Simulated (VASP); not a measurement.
A run of VASP 6.6.1 is set up as follows.

Contents of POSCAR:

```
GaGe
1.0
    0.0000000000      2.9359778994      2.9359778994
    2.9359778994      0.0000000000      2.9359778994
    2.9359778994      2.9359778994      0.0000000000
Ge Ga
1 1
Direct
    0.0000000000      0.0000000000      0.0000000000
    0.2500000000      0.2500000000      0.2500000000
```

The input INCAR.step1:

```
SYSTEM = GaGe
  ALGO = Normal
  EDIFF = 1E-4
  ENCUT = 520
  GGA = PE
  ISMEAR = -1
  LASPH = .TRUE.
  LCHARG = .FALSE.
  LREAL = .FALSE.
  LWAVE = .TRUE.
  NBANDS = 20
  NELM = 80
  PREC = Accurate
  SIGMA = 0.05
```

The input INCAR.step2:

```
SYSTEM = GaGe
  ALGO = Normal
  EDIFF = 1E-6
  ENCUT = 520
  ISIF = 2
  ISMEAR = -1
  ISTART = 1
  LASPH = .TRUE.
  LCHARG = .TRUE.
  LELF = .TRUE.
  LMIXTAU = .TRUE.
  LREAL = .FALSE.
  LVHAR = .TRUE.
  LWAVE = .FALSE.
  METAGGA = R2SCAN
  NBANDS = 20
  NELM = 80
  PREC = Accurate
  SIGMA = 0.05
```

The input KPOINTS:

```
k-points
0
G
  8 8 8
  0 0 0
```

Potentials or basis: VASP PAW PBE potentials, release 64 (Ge_d, Ga_d).

The run is started by

```bash
$ cat potpaw_PBE.64/Ge_d/POTCAR potpaw_PBE.64/Ga_d/POTCAR > POTCAR
$ cp INCAR.step1 INCAR
$ mpirun -np 1 vasp_std > vasp.out
$ cp INCAR.step2 INCAR
$ mpirun -np 1 vasp_std > vasp.out
```

Task: Estimate the pressure.

Result: -3.9 GPa.

Caveat: the PAW data sets were made with another functional, which shifts forces and pressure a little.
